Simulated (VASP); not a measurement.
# HfMoC2 (P4/mmm) in VASP: a series of runs, part 2 of 3

VASP 6.6.1. Earlier steps stand in the parts before.

## 3. Single point, PBEsol+U

This run uses another cell than the first one, of 11.10 Å³/atom.

INCAR reads:

```
PREC = Accurate ; ENCUT = 520
EDIFF = 1E-7 ; ISMEAR = -1
SIGMA = 0.05 ; LREAL = F
LASPH = T ; NELM = 150
ALGO = Normal ; ISIF = 2
LWAVE = F ; LCHARG = F
LMAXMIX = 4 ; LDAU = T
LDAUTYPE = 2 ; LDAUL = 2 2 -1
LDAUU = 1 1 0 ; LDAUJ = 0 0 0
LDAUPRINT = 1 ; GGA = PS
NBANDS = 24
```

KPOINTS reads:

```
regular mesh
0
Gamma
  8 8 6
```

POSCAR reads:

```
HfMoC2
1.0
    3.1695376792      0.0000000000      0.0000000000
    0.0000000000      3.1695376792      0.0000000000
    0.0000000000      0.0000000000      4.4181471529
Hf Mo C
1 1 2
Direct
    0.0000000000      0.0000000000      0.0000000000
    0.5000000000      0.5000000000      0.5000000000
    0.5000000000      0.5000000000      0.0000000000
    0.0000000000      0.0000000000      0.5000000000
```

Potentials or basis: VASP PAW PBE potentials, release 64 (Hf_pv, Mo_sv, C).

Started as:

```console
> cat potpaw_PBE.64/Hf_pv/POTCAR potpaw_PBE.64/Mo_sv/POTCAR potpaw_PBE.64/C/POTCAR > POTCAR
> mpirun -np 1 vasp_std > vasp.out
```

OUTCAR:

```text
PREC = Accurate
   ENCUT = 520
   EDIFF = 1E-7
   ISMEAR = -1
   LREAL = F
   LASPH = T
   NELM = 150
   ISIF = 2
   GGA = PS

 ion  position               nearest neighbor table
   1  0.000  0.000  0.000-   4 2.21   4 2.21   3 2.24   3 2.24   3 2.24   3 2.24   2 3.15   2 3.15
                             2 3.15   2 3.15   2 3.15   2 3.15   2 3.15   2 3.15
   2  0.500  0.500  0.500-   3 2.21   3 2.21   4 2.24   4 2.24   4 2.24   4 2.24   1 3.15   1 3.15
                             1 3.15   1 3.15   1 3.15   1 3.15   1 3.15   1 3.15
   3  0.500  0.500  0.000-   2 2.21   2 2.21   1 2.24   1 2.24   1 2.24   1 2.24
   4  0.000  0.000  0.500-   1 2.21   1 2.21   2 2.24   2 2.24   2 2.24   2 2.24

  LATTYP: Found a simple tetragonal cell.
 ALAT       =     3.1695376792
 C/A-ratio  =     1.3939405680

  Lattice vectors:

 A1 = (   3.1695376792,   0.0000000000,   0.0000000000)
 A2 = (   0.0000000000,   3.1695376792,   0.0000000000)
 A3 = (   0.0000000000,   0.0000000000,   4.4181471529)

Analysis of symmetry for initial positions (statically):
=====================================================================
 Subroutine PRICEL returns:
 Original cell was already a primitive cell.

 Routine SETGRP: Setting up the symmetry group for a
 simple tetragonal supercell.

 Subroutine GETGRP returns: Found 16 space group operations
 (whereof 16 operations were pure point group operations)
 out of a pool of 16 trial point group operations.

The static configuration has the point symmetry D_4h.

Analysis of symmetry for dynamics (positions and initial velocities):
=====================================================================
 Subroutine PRICEL returns:
 Original cell was already a primitive cell.

 Routine SETGRP: Setting up the symmetry group for a
 simple tetragonal supercell.

 Subroutine GETGRP returns: Found 16 space group operations
 (whereof 16 operations were pure point group operations)
 out of a pool of 16 trial point group operations.

The dynamic configuration has the point symmetry D_4h.

 Subroutine INISYM returns: Found 16 space group operations
 (whereof 16 operations are pure point group operations),
 and found     1 'primitive' translations

----------------------------------------------------------------------------------------

                                     Primitive cell

  volume of cell :      44.3846

  direct lattice vectors                    reciprocal lattice vectors
     3.169537679  0.000000000  0.000000000     0.315503427  0.000000000  0.000000000
[... 157 lines left out ...]
  o =  0.1381  v =  0.0000  0.0000  0.0000  0.0000  0.0000  0.0000  0.1477 -0.0000 -0.9890  0.0000      0.0000  0.0000  0.0000  0.0000  0.0000  0.0000  0.0000  0.0000  0.0000  0.0000
  o =  0.1575  v =  0.0000  0.0000  0.0000  0.0000  0.0000  0.0000 -0.0000  0.0000 -0.0000 -1.0000      0.0000  0.0000  0.0000  0.0000  0.0000  0.0000  0.0000  0.0000  0.0000  0.0000
  o =  0.1575  v =  0.0000 -0.0000  0.0000 -0.0000 -1.0000  0.0000  0.0000  0.0000  0.0000  0.0000      0.0000  0.0000  0.0000  0.0000  0.0000  0.0000  0.0000  0.0000  0.0000  0.0000
  o =  0.2511  v =  1.0000  0.0000  0.0000  0.0000  0.0000  0.0000  0.0000  0.0000  0.0000  0.0000      0.0000  0.0000  0.0000  0.0000  0.0000  0.0000  0.0000  0.0000  0.0000  0.0000
  o =  0.2511  v =  0.0000  0.0000  0.0000  0.0000  0.0000  1.0000  0.0000  0.0000  0.0000  0.0000      0.0000  0.0000  0.0000  0.0000  0.0000  0.0000  0.0000  0.0000  0.0000  0.0000
  o =  0.2723  v =  0.0000  0.0000  0.0000  0.0000  0.0000  0.0000  0.0000  1.0000 -0.0000  0.0000      0.0000  0.0000  0.0000  0.0000  0.0000  0.0000  0.0000  0.0000  0.0000  0.0000
  o =  0.2723  v =  0.0000  0.0000  1.0000 -0.0000  0.0000  0.0000  0.0000  0.0000  0.0000  0.0000      0.0000  0.0000  0.0000  0.0000  0.0000  0.0000  0.0000  0.0000  0.0000  0.0000

atom =   2  type =  2  l = 2

 onsite density matrix

spin component  1

  0.3971  0.0000  0.0000  0.0000 -0.0000
  0.0000  0.4047  0.0000  0.0000 -0.0000
  0.0000  0.0000  0.3895 -0.0000  0.0000
  0.0000  0.0000 -0.0000  0.4047  0.0000
 -0.0000 -0.0000  0.0000  0.0000  0.3496

spin component  2

  0.3971  0.0000  0.0000  0.0000 -0.0000
  0.0000  0.4047  0.0000  0.0000 -0.0000
  0.0000  0.0000  0.3895 -0.0000  0.0000
  0.0000  0.0000 -0.0000  0.4047  0.0000
 -0.0000 -0.0000  0.0000  0.0000  0.3496

 occupancies and eigenvectors

  o =  0.3496  v =  0.0000  0.0000 -0.0000  0.0000  1.0000  0.0000  0.0000  0.0000  0.0000  0.0000      0.0000  0.0000  0.0000  0.0000  0.0000  0.0000  0.0000  0.0000  0.0000  0.0000
  o =  0.3496  v =  0.0000  0.0000  0.0000  0.0000  0.0000  0.0000  0.0000 -0.0000  0.0000  1.0000      0.0000  0.0000  0.0000  0.0000  0.0000  0.0000  0.0000  0.0000  0.0000  0.0000
  o =  0.3895  v =  0.0000 -0.0000  1.0000 -0.0000  0.0000  0.0000  0.0000  0.0000  0.0000  0.0000      0.0000  0.0000  0.0000  0.0000  0.0000  0.0000  0.0000  0.0000  0.0000  0.0000
  o =  0.3895  v =  0.0000  0.0000  0.0000  0.0000  0.0000  0.0000 -0.0000  1.0000 -0.0000  0.0000      0.0000  0.0000  0.0000  0.0000  0.0000  0.0000  0.0000  0.0000  0.0000  0.0000
  o =  0.3971  v =  0.0000  0.0000  0.0000  0.0000  0.0000  1.0000  0.0000  0.0000  0.0000  0.0000      0.0000  0.0000  0.0000  0.0000  0.0000  0.0000  0.0000  0.0000  0.0000  0.0000
  o =  0.3971  v =  1.0000  0.0000  0.0000  0.0000  0.0000  0.0000  0.0000  0.0000  0.0000  0.0000      0.0000  0.0000  0.0000  0.0000  0.0000  0.0000  0.0000  0.0000  0.0000  0.0000
  o =  0.4047  v =  0.0000  0.0000  0.0000  0.0000  0.0000  0.0000  0.2996  0.0000  0.9541 -0.0000      0.0000  0.0000  0.0000  0.0000  0.0000  0.0000  0.0000  0.0000  0.0000  0.0000
  o =  0.4047  v =  0.0000  0.2996  0.0000  0.9541 -0.0000  0.0000  0.0000  0.0000  0.0000  0.0000      0.0000  0.0000  0.0000  0.0000  0.0000  0.0000  0.0000  0.0000  0.0000  0.0000
  o =  0.4047  v =  0.0000 -0.9541 -0.0000  0.2996  0.0000  0.0000  0.0000  0.0000  0.0000  0.0000      0.0000  0.0000  0.0000  0.0000  0.0000  0.0000  0.0000  0.0000  0.0000  0.0000
  o =  0.4047  v =  0.0000  0.0000  0.0000  0.0000  0.0000  0.0000 -0.9541 -0.0000  0.2996  0.0000      0.0000  0.0000  0.0000  0.0000  0.0000  0.0000  0.0000  0.0000  0.0000  0.0000

 number of electron      32.0000000 magnetization

 Free energy of the ion-electron system (eV)
  ---------------------------------------------------
  ext. energy  EPLUGINS =         0.00000000
  ---------------------------------------------------
  free energy    TOTEN  =       -41.43665790 eV

  energy without entropy =      -41.42653379  energy(sigma->0) =      -41.43159585

 E-fermi :   9.7188     XC(G=0): -13.1999

 val. band max:        9.7135862512   @ k =   0.1250   0.1250   0.3333
 cond. band min:       9.7507880300   @ k =   0.0000   0.0000   0.0000
 fundamental gap:      0.0372017788
 Fermi energy:         9.7188368682

 k-point     1 :       0.0000    0.0000    0.0000
  band No.  band energies     occupation
      1     -52.2945      2.00000
      2     -26.3954      2.00000
      3     -26.3224      2.00000
      4     -26.3224      2.00000
      5     -20.7265      2.00000
      6     -20.4125      2.00000
[... 637 lines left out ...]
     23      16.0848      0.00000
     24      17.9357      0.00000

 [... further k-points ...]

------------------------ aborting loop because EDIFF is reached ----------------------------------------

  FORCE on cell =-STRESS in cart. coord.  units (eV):
  Direction    XX          YY          ZZ          XY          YZ          ZX
  --------------------------------------------------------------------------------------
  -------------------------------------------------------------------------------------
  Total        0.5835533      0.5835533      0.5945286      0.0000000      0.0000000      0.0000000
  in kB       21.0648857     21.0648857     21.4610668      0.0000000      0.0000000      0.0000000
  external PRESSURE =      21.1969461 kB  Pullay stress =       0.0000000 kB

 VOLUME and BASIS-vectors are now :
 -----------------------------------------------------------------------------
  energy-cutoff  :      520.00
  volume of cell :       44.38
      direct lattice vectors                 reciprocal lattice vectors
     3.169537679  0.000000000  0.000000000     0.315503427  0.000000000  0.000000000
     0.000000000  3.169537679  0.000000000     0.000000000  0.315503427  0.000000000
     0.000000000  0.000000000  4.418147153     0.000000000  0.000000000  0.226339224

 POSITION                                       TOTAL-FORCE (eV/Angst)
 -----------------------------------------------------------------------------------
      0.00000      0.00000      0.00000         0.000000      0.000000      0.000000
      1.58477      1.58477      2.20907         0.000000      0.000000      0.000000
      1.58477      1.58477      0.00000         0.000000      0.000000      0.000000
      0.00000      0.00000      2.20907         0.000000      0.000000      0.000000
 -----------------------------------------------------------------------------------
    total drift:                                0.000000     -0.000000     -0.000000

  FREE ENERGIE OF THE ION-ELECTRON SYSTEM (eV)
  ---------------------------------------------------
  free  energy   TOTEN  =       -41.4366579017 eV

  energy  without entropy=      -41.4265337932  energy(sigma->0) =      -41.43159585
```

Run time: 81 s. Hardware: 1 thread of Intel Xeon 8259CL, shared host; peak memory 0.2 GiB.

What came out:

| Item | Value |
| --- | --- |
| Free energy | -41.4367 eV |
| Pressure | 2.1 GPa |
| Band gap on the k mesh | zero (bands 16 and 17 overlap by 2.66 eV) |

Levels at points of the mesh, in eV from the Fermi level:
```
           k point  band 14  band 15  band 16  band 17  band 18  band 19
(0.00, 0.00, 0.00)    -1.30    -1.30    -0.42    -0.33     0.03     0.03
(0.50, 0.00, 0.00)    -3.85    -3.80    -0.45     1.05     2.25     3.38
(0.50, 0.50, 0.00)    -1.31    -1.10    -1.10    -0.94     1.18     1.51
(0.00, 0.00, 0.50)    -2.35    -1.85    -1.85    -1.47    -0.30     2.21
(0.50, 0.00, 0.50)    -4.53    -4.38     1.10     1.19     1.85     4.78
(0.50, 0.50, 0.50)    -4.38    -4.38     1.20     1.20     1.52     3.29
```

Eigenvalues of the final occupation matrices:
```
    site  spin  trace               eigenvalues
site 1 d     1   0.96  0.14 0.14 0.16 0.25 0.27
site 1 d     2   0.96  0.14 0.14 0.16 0.25 0.27
site 2 d     1   1.95  0.35 0.39 0.40 0.40 0.40
site 2 d     2   1.95  0.35 0.39 0.40 0.40 0.40
```

Caveat: the PAW data sets were made with another functional, which shifts forces and pressure a little; spin-orbit coupling is left out, which moves the levels of the heavy elements; U without spin polarisation on a metal has little footing; the U is typed as a test and isn't derived for this compound.

(Part 2 of 3 ends here.)

The gap in the log of VASP goes by the Fermi energy; the results here count the filled bands.